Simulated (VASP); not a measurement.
Wanted: the native input for a VASP 6.6.1 run.

```yaml
Task: single point
Functional: r2SCAN
Dispersion: D3(BJ)
Potentials_or_basis: VASP PAW PBE potentials, release 64 (C, O)
Cutoff: 520 eV
k_mesh: 1 × 1 × 1
Occupations: fermi-dirac, width 0.02 eV
Spin: no spin polarisation
Dipole_correction: no
Further_INCAR_settings: LREAL = Auto; ALGO = Normal; EDIFF = 1e-07; NBANDS = 120
```

The system is CO2.

```
C O
1.0
     8.58892    0.00000    0.00000
     0.00000    8.58892    0.00000
     0.00000    0.00000    8.58892
C O
12 24
Direct
  0.64026 0.87629 0.25264
  0.32261 0.30230 0.56943
  0.03172 0.77096 0.91723
  0.33483 0.06244 0.97977
  0.90871 0.15947 0.30928
  0.39437 0.52641 0.19548
  0.66774 0.47188 0.50408
  0.98491 0.42429 0.04600
  0.06152 0.60684 0.46765
  0.98106 0.17539 0.73324
  0.72668 0.95681 0.63417
  0.40757 0.74806 0.74224
  0.52357 0.93957 0.23034
  0.74123 0.80068 0.30374
  0.26709 0.34297 0.68706
  0.38008 0.25404 0.46128
  0.95654 0.87493 0.96125
  0.12817 0.68626 0.86311
  0.25519 0.01788 0.07760
  0.42735 0.10126 0.89087
  0.02160 0.12139 0.36030
  0.77043 0.17544 0.27382
  0.51537 0.45495 0.20495
  0.30371 0.62534 0.17928
  0.57713 0.43440 0.59796
  0.76549 0.47444 0.40988
  0.10663 0.35034 0.04637
  0.87282 0.49716 0.02204
  0.03276 0.73913 0.48445
  0.07954 0.48132 0.44675
  0.05486 0.05766 0.71299
  0.93511 0.30664 0.73020
  0.72876 0.85294 0.71545
  0.68162 0.05243 0.55219
  0.47729 0.67673 0.82988
  0.36079 0.80955 0.63144
```

One way to write it, as run:

POSCAR

```
CO2
1.0
    8.5889170000      0.0000000000      0.0000000000
    0.0000000000      8.5889170000      0.0000000000
    0.0000000000      0.0000000000      8.5889170000
C O
12 24
Direct
    0.6402553430      0.8762920867      0.2526395353
    0.3226134331      0.3022965526      0.5694315127
    0.0317152908      0.7709586668      0.9172285633
    0.3348268472      0.0624409341      0.9797742835
    0.9087059521      0.1594729580      0.3092822995
    0.3943686963      0.5264109550      0.1954844831
    0.6677442569      0.4718755578      0.5040798508
   -0.0150892132      0.4242909787      0.0460011431
    0.0615211441      0.6068401872      0.4676491809
    0.9810550038      0.1753888179      0.7332356338
    0.7266806746      0.9568144622      0.6341661003
    0.4075717579      0.7480570600      0.7422356043
    0.5235700846      0.9395713103      0.2303433599
    0.7412343139      0.8006830198      0.3037402737
    0.2670883884      0.3429652423      0.6870598470
    0.3800828440      0.2540366847      0.4612805084
   -0.0434629884      0.8749298660      0.9612504114
    0.1281651691      0.6862564861      0.8631123109
    0.2551893330      0.0178835120      1.0775980255
    0.4273530644      0.1012584008      0.8908690118
    1.0215956214      0.1213889947      0.3603015374
    0.7704347358      0.1754353896      0.2738179913
    0.5153734749      0.4549467645      0.2049501701
    0.3037053449      0.6253407735      0.1792775504
    0.5771274772      0.4343970258      0.5979566458
    0.7654864985      0.4744369983      0.4098770543
    0.1066257830      0.3503352052      0.0463737163
   -0.1271755217      0.4971639614      0.0220400314
    0.0327631528      0.7391269470      0.4844499021
    0.0795443710      0.4813179589      0.4467501549
    1.0548594194      0.0576556975      0.7129886108
    0.9351120752      0.3066393586      0.7301968339
    0.7287647558      0.8529364063      0.7154452651
    0.6816226074      1.0524260509      0.5521883609
    0.4772895116      0.6767325846      0.8298834416
    0.3607905397      0.8095549183      0.6314416591
```

INCAR.step1

```
PREC = Accurate ; ENCUT = 520
ISMEAR = -1 ; SIGMA = 0.02
LREAL = Auto ; LASPH = True
NELM = 100 ; NBANDS = 120
GGA = PE ; ALGO = Normal
EDIFF = 1E-4 ; LWAVE = True
LCHARG = False
```

INCAR.step2

```
PREC = Accurate ; ENCUT = 520
EDIFF = 1E-7 ; ISMEAR = -1
SIGMA = 0.02 ; LREAL = Auto
LASPH = True ; NELM = 100
ALGO = Normal ; ISIF = 2
LWAVE = False ; LCHARG = True
METAGGA = R2SCAN ; LMIXTAU = True
IVDW = 12 ; VDW_S6 = 1.0
VDW_S8 = 0.78981345 ; VDW_A1 = 0.49484001
VDW_A2 = 5.73083694 ; LELF = True
LVHAR = True ; NBANDS = 120
ISTART = 1
```

KPOINTS

```
Automatic mesh
0
Gamma
  1 1 1
```

Potentials or basis: VASP PAW PBE potentials, release 64 (C, O).

Run with:

```console
$ cat potpaw_PBE.64/C/POTCAR potpaw_PBE.64/O/POTCAR > POTCAR
$ cp INCAR.step1 INCAR
$ mpirun -np 1 vasp_gam > vasp.out
$ cp INCAR.step2 INCAR
$ mpirun -np 1 vasp_gam > vasp.out
```

Results of the run:

| Item | Value |
| --- | --- |
| Pressure | 1.7 GPa |
| Largest force | 10.743 eV/Å |
| Band gap on the k mesh | 5.93 eV |
| Dispersion energy per atom | -0.029 eV |

Caveat: the k points lie up to 0.73 Å⁻¹ apart; the PAW data sets were made with another functional, which shifts forces and pressure a little.

It took 4.6 min on 1 thread of AMD EPYC 9R45 96-Core Processor (Zen 5) (shared host), peak memory 0.59 GiB.
